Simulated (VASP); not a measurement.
# BP (P6_3/mmc) in VASP: settings compared, part 2 of 2

VASP 6.6.1. Earlier steps stand in the parts before.

## Step 6: Single point, r2SCAN (19.95 Å³/atom)

This run uses another cell than the first one, of 19.95 Å³/atom.

The input, POSCAR:

```
BP
1.0
    3.2667736237      0.0000000000      0.0000000000
   -1.6333868119      2.8291089465      0.0000000000
    0.0000000000      0.0000000000      8.6326819183
B P
2 2
Direct
    0.3333333333      0.6666666667      0.2500000000
    0.6666666667      0.3333333333      0.7500000000
    0.6666666667      0.3333333333      0.2500000000
    0.3333333333      0.6666666667      0.7500000000
```

The input, INCAR.step1:

```
SYSTEM = BP
ALGO = Normal ; EDIFF = 1E-4
ENCUT = 520 ; GGA = PE
ISMEAR = 0 ; LASPH = .True.
LCHARG = .False. ; LREAL = .False.
LWAVE = .True. ; NBANDS = 16
NELM = 100 ; PREC = Accurate
SIGMA = 0.01
```

The input, INCAR.step2:

```
SYSTEM = BP
ALGO = Normal ; EDIFF = 1E-6
ENCUT = 520 ; ISIF = 2
ISMEAR = 0 ; ISTART = 1
LASPH = .True. ; LCHARG = .False.
LMIXTAU = .True. ; LREAL = .False.
LWAVE = .False. ; METAGGA = R2SCAN
NBANDS = 16 ; NELM = 100
PREC = Accurate ; SIGMA = 0.01
```

The input, KPOINTS:

```
k-points
0
Gamma
  9 9 4
  0 0 0
```

Potentials or basis: VASP PAW PBE potentials, release 64 (B, P).

The run is started by

```bash
$ cat potpaw_PBE.64/B/POTCAR potpaw_PBE.64/P/POTCAR > POTCAR
$ cp INCAR.step1 INCAR
$ mpirun -np 1 vasp_std > vasp.out
$ cp INCAR.step2 INCAR
$ mpirun -np 1 vasp_std > vasp.out
```

OUTCAR:

```text
SYSTEM = BP
   EDIFF = 1E-6
   ENCUT = 520
   ISIF = 2
   ISMEAR = 0
   ISTART = 1
   LASPH = .True.
   LREAL = .False.
   METAGGA = R2SCAN
   NELM = 100
   PREC = Accurate

 ion  position               nearest neighbor table
   1  0.333  0.667  0.250-   3 1.89   3 1.89   3 1.89
   2  0.667  0.333  0.750-   4 1.89   4 1.89   4 1.89
   3  0.667  0.333  0.250-   1 1.89   1 1.89   1 1.89
   4  0.333  0.667  0.750-   2 1.89   2 1.89   2 1.89

  LATTYP: Found a hexagonal cell.
 ALAT       =     3.2667736237
 C/A-ratio  =     2.6425712072

  Lattice vectors:

 A1 = (   3.2667736237,   0.0000000000,   0.0000000000)
 A2 = (  -1.6333868119,   2.8291089465,   0.0000000000)
 A3 = (   0.0000000000,   0.0000000000,   8.6326819183)

Analysis of symmetry for initial positions (statically):
=====================================================================
 Subroutine PRICEL returns:
 Original cell was already a primitive cell.

 Routine SETGRP: Setting up the symmetry group for a
 hexagonal supercell.

 Subroutine GETGRP returns: Found 24 space group operations
 (whereof 12 operations were pure point group operations)
 out of a pool of 24 trial point group operations.

The static configuration has the point symmetry D_3d.
 The point group associated with its full space group is D_6h.

Analysis of symmetry for dynamics (positions and initial velocities):
=====================================================================
 Subroutine PRICEL returns:
 Original cell was already a primitive cell.

 Routine SETGRP: Setting up the symmetry group for a
 hexagonal supercell.

 Subroutine GETGRP returns: Found 24 space group operations
 (whereof 12 operations were pure point group operations)
 out of a pool of 24 trial point group operations.

The dynamic configuration has the point symmetry D_3d.
 The point group associated with its full space group is D_6h.

 Subroutine INISYM returns: Found 24 space group operations
 (whereof 12 operations are pure point group operations),
 and found     1 'primitive' translations

----------------------------------------------------------------------------------------

                                     Primitive cell

  volume of cell :      79.7838

  direct lattice vectors                    reciprocal lattice vectors
     3.266773624  0.000000000  0.000000000     0.306112426  0.176734092  0.000000000
    -1.633386812  2.829108946  0.000000000     0.000000000  0.353468183  0.000000000
     0.000000000  0.000000000  8.632681918     0.000000000  0.000000000  0.115838856

  length of vectors
     3.266773624  3.266773624  8.632681918     0.353468183  0.353468183  0.115838856

  position of ions in fractional coordinates (direct lattice)
     0.333333333  0.666666667  0.250000000
     0.666666667  0.333333333  0.750000000
     0.666666667  0.333333333  0.250000000
     0.333333333  0.666666667  0.750000000

  ion indices of the primitive-cell ions
   primitive index   ion index
                 1           1
                 2           2
                 3           3
                 4           4

[... 26 lines left out ...]
 Following reciprocal coordinates:
            Coordinates               Weight
  0.000000  0.000000  0.000000      1.000000
  0.111111  0.000000  0.000000      6.000000
  0.222222  0.000000  0.000000      6.000000
  0.333333  0.000000  0.000000      6.000000
  0.444444  0.000000  0.000000      6.000000
  0.111111  0.111111  0.000000      6.000000
[... 16 lines left out ...]
  0.333333  0.222222  0.250000     24.000000
  0.333333  0.333333  0.250000      4.000000
 [... further k-points ...]
   k-points           NKPTS =     36   k-points in BZ     NKDIM =     36   number of bands    NBANDS=     16
   number of dos      NEDOS =    301   number of ions     NIONS =      4
   total plane-waves  NPLWV =  36864
   dimension x,y,z NGX =    24 NGY =   24 NGZ =   64
   dimension x,y,z NGXF=    48 NGYF=   48 NGZF=  128
   ions per type =               2   2
   NGX,Y,Z   is equivalent  to a cutoff of  12.21, 12.21, 12.32 a.u.
   NGXF,Y,Z  is equivalent  to a cutoff of  24.43, 24.43, 24.65 a.u.
 SYSTEM =  BP
   PREC   = accura    normal or accurate (medium, high low for compatibility)
   ISTART =      1    job   : 0-new  1-cont  2-samecut
   ICHARG =      0    charge: 1-file 2-atom 10-const
   ISPIN  =      1    spin polarized calculation?
   LNONCOLLINEAR =      F non collinear calculations
   LSORBIT =      F    spin-orbit coupling
   LASPH  =      T    aspherical Exc in radial PAW
   ENCUT  =  520.0 eV  38.22 Ry    6.18 a.u.   6.07  6.07 16.05*2*pi/ulx,y,z
   NELM   =    100;   NELMIN=  2; NELMDL=  0     # of ELM steps
   EDIFF  = 0.1E-05   stopping-criterion for ELM
   LREAL  =      F    real-space projection
   EDIFFG = 0.1E-04   stopping-criterion for IOM
   NSW    =      0    number of steps for IOM
   IBRION =     -1    ionic relax: 0-MD 1-quasi-New 2-CG
   NFREE  =      0    steps in history (QN), initial steepest desc. (CG)
   ISIF   =      2    stress and relaxation
   ISYM   =      2    0-nonsym 1-usesym 2-fastsym
   POTIM  = 0.5000    time-step for ionic-motion
   TEBEG  =    0.0;   TEEND  =   0.0 temperature during run
   PSTRESS=    0.0 pullay stress
   NELECT =      16.0000    total number of electrons
   NUPDOWN=      -1.0000    fix difference up-down
   EMIN   =  10.00;   EMAX   =-10.00  energy-range for DOS
   EFERMI =   0.00;   METHOD = LEGACY
   ISMEAR =     0;   SIGMA  =   0.01  broadening in eV -4-tet -1-fermi 0-gaus
   EFERMI_NEDOS =   21; number of points for ismear=-14 and -15
   IALGO  =     38    algorithm
   IMIX   =      4    mixing-type and parameters
     AMIX     =   0.40;   BMIX     =  1.00
     AMIX_MAG =   1.60;   BMIX_MAG =  1.00
  volume/ion in A,a.u.               =      19.95       134.60
  Fermi-wavevector in a.u.,A,eV,Ry     =   0.958245  1.810821 12.493331  0.918234
  Thomas-Fermi vector in A             =   2.087335
   LORBIT       =      0    0 simple, 1 ext, 2 COOP (PROOUT), +10 PAW based schemes
   METAGGA = R2SCAN    functional components
   LHFCALC =     F    Hartree Fock is set to
   AEXX    =    0.0000 exact exchange contribution
   IVDW    =     0    specifies the selected vdW correction
   LEPSILON=     F    determine dielectric tensor
   LRPA    =     F    only Hartree local field effects (RPA)
 non-spin polarized calculation
 Gauss-broadening in eV      SIGMA  =   0.01
  energy-cutoff  :      520.00
  volume of cell :       79.78
 maximum number of plane-waves:      2178
   NGX = 13   NGY = 13   NGZ = 33

 number of electron      15.9999997 magnetization

 Free energy of the ion-electron system (eV)
  ---------------------------------------------------
  ext. energy  EPLUGINS =         0.00000000
  ---------------------------------------------------
  free energy    TOTEN  =       -32.93280995 eV

  energy without entropy =      -32.93280995  energy(sigma->0) =      -32.93280995

 E-fermi :   2.0319     XC(G=0):  -8.6093

 val. band max:        1.9392100234   @ k =   0.3333   0.3333   0.5000
 cond. band min:       3.0815234799   @ k =   0.3333   0.3333   0.5000
 fundamental gap:      1.1423134565
 Fermi energy:         2.0318627379

 k-point     1 :       0.0000    0.0000    0.0000
  band No.  band energies     occupation
      1     -12.2225      2.00000
      2     -12.1093      2.00000
      3      -2.7095      2.00000
      4      -1.5596      2.00000
      5       0.1743      2.00000
      6       0.1743      2.00000
[... 433 lines left out ...]
      3      -6.3484      2.00000
      4      -6.3484      2.00000
      5      -4.3829      2.00000
      6      -4.3261      2.00000
[... 8 lines left out ...]
     15      10.8657      0.00000
     16      11.2528      0.00000

 [... further k-points ...]

------------------------ aborting loop because EDIFF is reached ----------------------------------------

  FORCE on cell =-STRESS in cart. coord.  units (eV):
  Direction    XX          YY          ZZ          XY          YZ          ZX
  --------------------------------------------------------------------------------------
  -------------------------------------------------------------------------------------
  Total       -4.1676732     -4.1676732     -0.1144045      0.0000000     -0.0000000      0.0000000
  in kB      -83.6931267    -83.6931267     -2.2974135      0.0000000     -0.0000000      0.0000000
  external PRESSURE =     -56.5612223 kB  Pullay stress =       0.0000000 kB

 VOLUME and BASIS-vectors are now :
 -----------------------------------------------------------------------------
  energy-cutoff  :      520.00
  volume of cell :       79.78
      direct lattice vectors                 reciprocal lattice vectors
     3.266773624  0.000000000  0.000000000     0.306112426  0.176734092  0.000000000
    -1.633386812  2.829108946  0.000000000     0.000000000  0.353468183  0.000000000
     0.000000000  0.000000000  8.632681918     0.000000000  0.000000000  0.115838856

 POSITION                                       TOTAL-FORCE (eV/Angst)
 -----------------------------------------------------------------------------------
     -0.00000      1.88607      2.15817        -0.000000     -0.000000     -0.000000
      1.63339      0.94304      6.47451         0.000000      0.000000     -0.000000
      1.63339      0.94304      2.15817        -0.000000      0.000000     -0.000000
     -0.00000      1.88607      6.47451         0.000000     -0.000000      0.000000
 -----------------------------------------------------------------------------------
    total drift:                               -0.000000      0.000000     -0.000000

  FREE ENERGIE OF THE ION-ELECTRON SYSTEM (eV)
  ---------------------------------------------------
  free  energy   TOTEN  =       -32.9328099548 eV

  energy  without entropy=      -32.9328099548  energy(sigma->0) =      -32.93280995
```

Wall time 90 s (1 thread of AMD EPYC 9R45 (Zen 5), shared host); peak memory 0.17 GiB.

What came out:

```yaml
Free_energy: -32.9328 eV
Pressure: -5.7 GPa
Band_gap_on_the_k_mesh: 1.14 eV
```

Caveat: the stress differs along the axes, from -8 to -0 GPa; the PAW data sets were made with another functional, which shifts forces and pressure a little. A k mesh can miss the band edges.

## Step 7: Single point, r2SCAN

This run uses another cell than the first one, of 18.82 Å³/atom.

The input, POSCAR:

```
BP
1.0
    3.2039354075      0.0000000000      0.0000000000
   -1.6019677038      2.7746894549      0.0000000000
    0.0000000000      0.0000000000      8.4666274574
B P
2 2
Direct
    0.3333333333      0.6666666667      0.2500000000
    0.6666666667      0.3333333333      0.7500000000
    0.6666666667      0.3333333333      0.2500000000
    0.3333333333      0.6666666667      0.7500000000
```

The input, INCAR.step1:

```
SYSTEM = BP
PREC     = Accurate       ! precision mode
ENCUT    = 520            ! plane-wave cutoff, eV
ISMEAR   = 0              ! smearing method
SIGMA    = 0.01           ! smearing width, eV
LREAL    = .FALSE.        ! projectors in reciprocal space
LASPH    = .TRUE.         ! aspherical terms in the spheres
NELM     = 60             ! most SCF steps
NBANDS   = 16             ! bands
GGA      = PE             ! functional
ALGO     = Normal         ! electronic algorithm
EDIFF    = 1E-4           ! SCF threshold, eV
LWAVE    = .TRUE.         ! write WAVECAR
LCHARG   = .FALSE.        ! write CHGCAR
```

The input, INCAR.step2:

```
SYSTEM = BP
PREC     = Accurate       ! precision mode
ENCUT    = 520            ! plane-wave cutoff, eV
EDIFF    = 1E-6           ! SCF threshold, eV
ISMEAR   = 0              ! smearing method
SIGMA    = 0.01           ! smearing width, eV
LREAL    = .FALSE.        ! projectors in reciprocal space
LASPH    = .TRUE.         ! aspherical terms in the spheres
NELM     = 60             ! most SCF steps
ALGO     = Normal         ! electronic algorithm
ISIF     = 2              ! what is computed and relaxed
LWAVE    = .FALSE.        ! write WAVECAR
LCHARG   = .TRUE.         ! write CHGCAR
METAGGA  = R2SCAN         ! meta-GGA
LMIXTAU  = .TRUE.       
LELF     = .TRUE.         ! ELF
LVHAR    = .TRUE.       
NBANDS   = 16             ! bands
ISTART   = 1
```

The input, KPOINTS:

```
Automatic mesh
0
G
  12 12 4
  0 0 0
```

The run is started by

```bash
$ cat potpaw_PBE.64/B/POTCAR potpaw_PBE.64/P/POTCAR > POTCAR
$ cp INCAR.step1 INCAR
$ mpirun -np 1 vasp_std > vasp.out
$ cp INCAR.step2 INCAR
$ mpirun -np 1 vasp_std > vasp.out
```

It took 1.7 min on 1 thread of AMD EPYC 9R45 (Zen 5), shared host; peak memory 0.19 GiB.

It converged, with:

```
Free energy            : -33.0191 eV
Pressure               : -0.3 GPa
Band gap on the k mesh : 1.07 eV
```

Stress tensor (GPa, compression positive):
```
-0.48  0.00  0.00
 0.00 -0.48  0.00
 0.00  0.00 -0.08
```

Levels at points of the mesh, in eV from the valence-band top:
```
           k point  band 5  band 6  band 7  band 8  band 9  band 10  band 11  band 12
(0.00, 0.00, 0.00)   -1.75   -1.75   -1.72   -1.72    3.58     4.99     4.99     5.07
(0.50, 0.00, 0.00)   -3.86   -3.81   -1.54   -0.60    1.13     2.29     3.11     3.29
(0.00, 0.00, 0.50)   -1.73   -1.73   -1.73   -1.73    5.03     5.03     5.03     5.03
(0.50, 0.00, 0.50)   -3.84   -3.84   -1.10   -1.10    1.62     1.62     3.20     3.20
```

Caveat: the PAW data sets were made with another functional, which shifts forces and pressure a little. A k mesh can miss the band edges.

## Step 8: Summary

```tsv
level	cell	k mesh	gap on the mesh (eV)	pressure (GPa)
r2SCAN	a = 3.172, b = 3.172, c = 8.381 Å, angles 90.0, 90.0, 120.0°, 4 atoms	9 × 9 × 4	1.03	2.9
PBE	a = 3.204, b = 3.204, c = 8.467 Å, angles 90.0, 90.0, 120.0°, 4 atoms	12 × 12 × 4	0.88	1.0
r2SCAN	a = 3.204, b = 3.204, c = 8.467 Å, angles 90.0, 90.0, 120.0°, 4 atoms	9 × 9 × 4	1.07	-0.4
r2SCAN	a = 3.236, b = 3.236, c = 8.550 Å, angles 90.0, 90.0, 120.0°, 4 atoms	9 × 9 × 4	1.11	-3.2
r2SCAN	a = 3.267, b = 3.267, c = 8.633 Å, angles 90.0, 90.0, 120.0°, 4 atoms	9 × 9 × 4	1.14	-5.7
r2SCAN	a = 3.204, b = 3.204, c = 8.467 Å, angles 90.0, 90.0, 120.0°, 4 atoms	12 × 12 × 4	1.07	-0.3
```

Alike in all rows: task single point; potentials or basis VASP PAW PBE potentials, release 64 (B, P); no spin polarisation; cutoff (eV) 520; smearing gaussian 0.01 eV.

Caveats: the PAW data sets were made with another functional, which shifts forces and pressure a little (at least some runs); this functional lacks dispersion, which binds layers or chains, so the pressure and a relaxed spacing across them are unreliable (at least some runs); the cell stands under tension (at least some runs); the stress differs along the axes, from -8 to -0 GPa (at least some runs).

Total energies depend on the potentials used, so only differences within one code and one set of settings carry meaning.
